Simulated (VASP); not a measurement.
# P (P4/mmm) in VASP: notebook

Runs on P. Level: r2SCAN. Tasks: single point.

Program: VASP 6.6.1. These are calculated values, not measurements. Logs are shortened: lines on timing, memory, paths and dates and some standing lists are left out, and cuts for length are marked.

### Step 1. The cell of the first run

The structure is tetragonal, space group P4/mmm (No. 123). The conventional cell has a = 2.510 Å, b = 2.510 Å, c = 2.393 Å, α = 90.00°, β = 90.00°, γ = 90.00°. Within 3.2 Å of P (site symmetry 4/mmm) lie 6 P at 2.39 to 2.51 Å.

### Step 2. Single point, r2SCAN (biaxial strain in the a-b plane: +3.0 %)

File POSCAR:

```
P
1.0
    2.5104671020      0.0000000000      0.0000000000
    0.0000000000      2.5104671020      0.0000000000
    0.0000000000      0.0000000000      2.3934744603
P
1
Direct
    0.0000000000      0.0000000000      0.0000000000
```

File INCAR.step1:

```
  PREC = Accurate
  ENCUT = 520
  ISMEAR = 0
  SIGMA = 0.1
  LREAL = F
  LASPH = T
  NELM = 100
  NBANDS = 8
  GGA = PE
  ALGO = Normal
  EDIFF = 1E-4
  LWAVE = T
  LCHARG = F
```

File INCAR.step2:

```
  PREC = Accurate
  ENCUT = 520
  EDIFF = 1E-6
  ISMEAR = 0
  SIGMA = 0.1
  LREAL = F
  LASPH = T
  NELM = 100
  ALGO = Normal
  ISIF = 2
  LWAVE = F
  LCHARG = T
  METAGGA = R2SCAN
  LMIXTAU = T
  LELF = T
  LVHAR = T
  NBANDS = 8
  ISTART = 1
```

File KPOINTS:

```
Automatic mesh
0
Gamma
  22 22 22
```

Potentials or basis: VASP PAW PBE potentials, release 64 (P).

The run is started by

```console
cat potpaw_PBE.64/P/POTCAR > POTCAR
cp INCAR.step1 INCAR
mpirun -np 1 vasp_std > vasp.out
cp INCAR.step2 INCAR
mpirun -np 1 vasp_std > vasp.out
```

OUTCAR:

```text
PREC = Accurate
   ENCUT = 520
   EDIFF = 1E-6
   ISMEAR = 0
   LREAL = F
   LASPH = T
   NELM = 100
   ISIF = 2
   METAGGA = R2SCAN
   ISTART = 1

 ion  position               nearest neighbor table
   1  0.000  0.000  0.000-

  LATTYP: Found a simple tetragonal cell.
 ALAT       =     2.5104671020
 C/A-ratio  =     0.9533980582

  Lattice vectors:

 A1 = (   2.5104671020,   0.0000000000,   0.0000000000)
 A2 = (   0.0000000000,   2.5104671020,   0.0000000000)
 A3 = (   0.0000000000,   0.0000000000,   2.3934744603)

Analysis of symmetry for initial positions (statically):
=====================================================================
 Subroutine PRICEL returns:
 Original cell was already a primitive cell.

 Routine SETGRP: Setting up the symmetry group for a
 simple tetragonal supercell.

 Subroutine GETGRP returns: Found 16 space group operations
 (whereof 16 operations were pure point group operations)
 out of a pool of 16 trial point group operations.

The static configuration has the point symmetry D_4h.

Analysis of symmetry for dynamics (positions and initial velocities):
=====================================================================
 Subroutine PRICEL returns:
 Original cell was already a primitive cell.

 Routine SETGRP: Setting up the symmetry group for a
 simple tetragonal supercell.

 Subroutine GETGRP returns: Found 16 space group operations
 (whereof 16 operations were pure point group operations)
 out of a pool of 16 trial point group operations.

The dynamic configuration has the point symmetry D_4h.

 Subroutine INISYM returns: Found 16 space group operations
 (whereof 16 operations are pure point group operations),
 and found     1 'primitive' translations

----------------------------------------------------------------------------------------

                                     Primitive cell

  volume of cell :      15.0847

  direct lattice vectors                    reciprocal lattice vectors
     2.510467102  0.000000000  0.000000000     0.398332246  0.000000000  0.000000000
     0.000000000  2.510467102  0.000000000     0.000000000  0.398332246  0.000000000
     0.000000000  0.000000000  2.393474460     0.000000000  0.000000000  0.417802662

  length of vectors
     2.510467102  2.510467102  2.393474460     0.398332246  0.398332246  0.417802662

[... 77 lines left out ...]
   NELM   =    100;   NELMIN=  2; NELMDL=  0     # of ELM steps
   EDIFF  = 0.1E-05   stopping-criterion for ELM
   LREAL  =      F    real-space projection
   EDIFFG = 0.1E-04   stopping-criterion for IOM
   NSW    =      0    number of steps for IOM
   IBRION =     -1    ionic relax: 0-MD 1-quasi-New 2-CG
   NFREE  =      0    steps in history (QN), initial steepest desc. (CG)
   ISIF   =      2    stress and relaxation
   ISYM   =      2    0-nonsym 1-usesym 2-fastsym
   POTIM  = 0.5000    time-step for ionic-motion
   TEBEG  =    0.0;   TEEND  =   0.0 temperature during run
   PSTRESS=    0.0 pullay stress
   NELECT =       5.0000    total number of electrons
   NUPDOWN=      -1.0000    fix difference up-down
   EMIN   =  10.00;   EMAX   =-10.00  energy-range for DOS
   EFERMI =   0.00;   METHOD = LEGACY
   ISMEAR =     0;   SIGMA  =   0.10  broadening in eV -4-tet -1-fermi 0-gaus
   EFERMI_NEDOS =   21; number of points for ismear=-14 and -15
   IALGO  =     38    algorithm
   IMIX   =      4    mixing-type and parameters
     AMIX     =   0.40;   BMIX     =  1.00
     AMIX_MAG =   1.60;   BMIX_MAG =  1.00
  volume/ion in A,a.u.               =      15.08       101.80
  Fermi-wavevector in a.u.,A,eV,Ry     =   1.132971  2.141005 17.464762  1.283624
  Thomas-Fermi vector in A             =   2.269673
   LORBIT       =      0    0 simple, 1 ext, 2 COOP (PROOUT), +10 PAW based schemes
   METAGGA = R2SCAN    functional components
   LHFCALC =     F    Hartree Fock is set to
   AEXX    =    0.0000 exact exchange contribution
   IVDW    =     0    specifies the selected vdW correction
   LEPSILON=     F    determine dielectric tensor
   LRPA    =     F    only Hartree local field effects (RPA)
 non-spin polarized calculation
 Gauss-broadening in eV      SIGMA  =   0.10
  energy-cutoff  :      520.00
  volume of cell :       15.08
 maximum number of plane-waves:       429
 NGX is ok and might be reduce to    20
   NGX =  9   NGY =  9   NGZ =  9

 number of electron       4.9999999 magnetization

 Free energy of the ion-electron system (eV)
  ---------------------------------------------------
  ext. energy  EPLUGINS =         0.00000000
  ---------------------------------------------------
  free energy    TOTEN  =        -8.79067430 eV

  energy without entropy =       -8.78867258  energy(sigma->0) =       -8.78967344

 E-fermi :   9.1510     XC(G=0): -11.7028

 val. band max:        9.1418986706   @ k =   0.2727   0.0455   0.5000
 cond. band min:       9.1515371132   @ k =   0.0909   0.0000   0.1818
 fundamental gap:      0.0096384426
 Fermi energy:         9.1510434660

 k-point     1 :       0.0000    0.0000    0.0000
  band No.  band energies     occupation
      1      -7.8792      2.00000
      2      13.5451      0.00000
      3      13.5451      0.00000
      4      15.6419      0.00000
      5      16.0343      0.00000
      6      16.4842      0.00000
      7      24.3769      0.00000
      8      33.5656      0.00000
[... 243 lines left out ...]
 k-point    24 :       0.0909    0.0909    0.0000
  band No.  band energies     occupation
      1      -7.5117      2.00000
      2      10.9250      0.00000
      3      11.7399      0.00000
      4      15.9257      0.00000
      5      18.1096      0.00000
      6      19.3206      0.00000
      7      25.2379      0.00000
      8      30.8249      0.00000

 [... further k-points ...]

------------------------ aborting loop because EDIFF is reached ----------------------------------------

  FORCE on cell =-STRESS in cart. coord.  units (eV):
  Direction    XX          YY          ZZ          XY          YZ          ZX
  --------------------------------------------------------------------------------------
  -------------------------------------------------------------------------------------
  Total       -0.7858355     -0.7858355      0.3013760      0.0000000      0.0000000      0.0000000
  in kB      -83.4649946    -83.4649946     32.0096793      0.0000000      0.0000000      0.0000000
  external PRESSURE =     -44.9734366 kB  Pullay stress =       0.0000000 kB

 VOLUME and BASIS-vectors are now :
 -----------------------------------------------------------------------------
  energy-cutoff  :      520.00
  volume of cell :       15.08
      direct lattice vectors                 reciprocal lattice vectors
     2.510467102  0.000000000  0.000000000     0.398332246  0.000000000  0.000000000
     0.000000000  2.510467102  0.000000000     0.000000000  0.398332246  0.000000000
     0.000000000  0.000000000  2.393474460     0.000000000  0.000000000  0.417802662

 POSITION                                       TOTAL-FORCE (eV/Angst)
 -----------------------------------------------------------------------------------
      0.00000      0.00000      0.00000         0.000000      0.000000      0.000000
 -----------------------------------------------------------------------------------
    total drift:                                0.000000      0.000000     -0.000000

  FREE ENERGIE OF THE ION-ELECTRON SYSTEM (eV)
  ---------------------------------------------------
  free  energy   TOTEN  =        -8.7906743006 eV

  energy  without entropy=       -8.7886725806  energy(sigma->0) =       -8.78967344
```

OSZICAR.step1:

```text
N       E                     dE             d eps       ncg     rms          rms(c)
DAV:   1     0.674515522660E+00    0.67452E+00   -0.21305E+03 15528   0.450E+02
DAV:   2    -0.518556286567E+01   -0.58601E+01   -0.56091E+01 21760   0.493E+01
DAV:   3    -0.524812399735E+01   -0.62561E-01   -0.62490E-01 16968   0.552E+00
DAV:   4    -0.524822618486E+01   -0.10219E-03   -0.10219E-03 24344   0.243E-01
DAV:   5    -0.524822627657E+01   -0.91709E-07   -0.92155E-07 16840   0.396E-03    0.439E+00
DAV:   6    -0.524997579331E+01   -0.17495E-02   -0.99856E-04 20208   0.242E-01    0.259E+00
DAV:   7    -0.525156619202E+01   -0.15904E-02   -0.25474E-03 17512   0.402E-01    0.114E-01
DAV:   8    -0.525165796842E+01   -0.91776E-04   -0.22366E-04 19440   0.111E-01
   1 F= -.52516580E+01 E0= -.52505624E+01  d E =-.219116E-02
```

Wall time 2.7 min (1 thread of Oxide Virtual Turin-like, shared host); peak memory 0.17 GiB.

What came out:

```
Free energy            : -8.7907 eV
Pressure               : -4.5 GPa
Band gap on the k mesh : zero (an odd number of electrons rules out a gap without spin polarisation)
```

Stress tensor (GPa, compression positive):
```
-8.35  0.00  0.00
 0.00 -8.35  0.00
 0.00  0.00  3.20
```

Caveat: the cell differs from its parent crystal (biaxial strain in the a-b plane: +3.0 %); the cell stands under tension; the PAW data sets were made with another functional, which shifts forces and pressure a little.

### Step 3. Single point, r2SCAN (biaxial strain in the a-b plane: +3.0 %, then relaxed in part)

Edit POSCAR of step 2 so:

```diff
@@ -4,3 +4,3 @@
     0.0000000000      2.5104671020      0.0000000000
-    0.0000000000      0.0000000000      2.3934744603
+    0.0000000000      0.0000000000      2.4243884878
 P
```

File INCAR.step1:

```
SYSTEM = P
ALGO = Normal
EDIFF = 1E-4
ENCUT = 520
GGA = PE
ISMEAR = 0
LASPH = .TRUE.
LCHARG = .FALSE.
LREAL = .FALSE.
LWAVE = .TRUE.
NBANDS = 8
NELM = 80
PREC = Accurate
SIGMA = 0.1
```

File INCAR.step2:

```
SYSTEM = P
ALGO = Normal
EDIFF = 1E-6
ENCUT = 520
ISIF = 2
ISMEAR = 0
ISTART = 1
LASPH = .TRUE.
LCHARG = .FALSE.
LMIXTAU = .TRUE.
LREAL = .FALSE.
LWAVE = .FALSE.
METAGGA = R2SCAN
NBANDS = 8
NELM = 80
PREC = Accurate
SIGMA = 0.1
```

File KPOINTS:

```
k-points
0
G
  22 22 22
  0 0 0
```

Potentials or basis: VASP PAW PBE potentials, release 64 (P).

The run is started by

```console
cat potpaw_PBE.64/P/POTCAR > POTCAR
cp INCAR.step1 INCAR
mpirun -np 1 vasp_std > vasp.out
cp INCAR.step2 INCAR
mpirun -np 1 vasp_std > vasp.out
```

Wall time 3.9 min (1 thread of Oxide Virtual Turin-like, shared host); peak memory 0.17 GiB.

Results (log left out):

* Free energy: -8.7924 eV
* Pressure: -6.0 GPa
* Band gap on the k mesh: zero (an odd number of electrons rules out a gap without spin polarisation)

Stress tensor (GPa, compression positive):
```
-8.73  0.00  0.00
 0.00 -8.73  0.00
 0.00  0.00 -0.46
```

Levels at points of the mesh, in eV from the Fermi level:
```csv
k point,band 1,band 2,band 3,band 4,band 5,band 6,band 7
"(0.00, 0.00, 0.00)",-16.83,4.58,4.58,6.08,7.05,7.40,15.05
"(0.50, 0.00, 0.00)",-12.78,-8.60,7.23,8.70,9.69,14.58,15.95
"(0.50, 0.50, 0.00)",-8.40,-5.45,-5.45,1.58,11.14,17.58,18.32
"(0.00, 0.00, 0.50)",-12.08,-8.68,7.73,7.73,9.93,14.44,14.44
"(0.50, 0.00, 0.50)",-7.59,-5.60,-4.94,1.65,10.20,16.83,17.46
"(0.50, 0.50, 0.50)",-2.79,-2.05,-2.05,-2.02,5.08,5.08,5.57
```

Caveat: the cell differs from its parent crystal (biaxial strain in the a-b plane: +3.0 %, then relaxed in part); the cell stands under tension; the PAW data sets were made with another functional, which shifts forces and pressure a little.
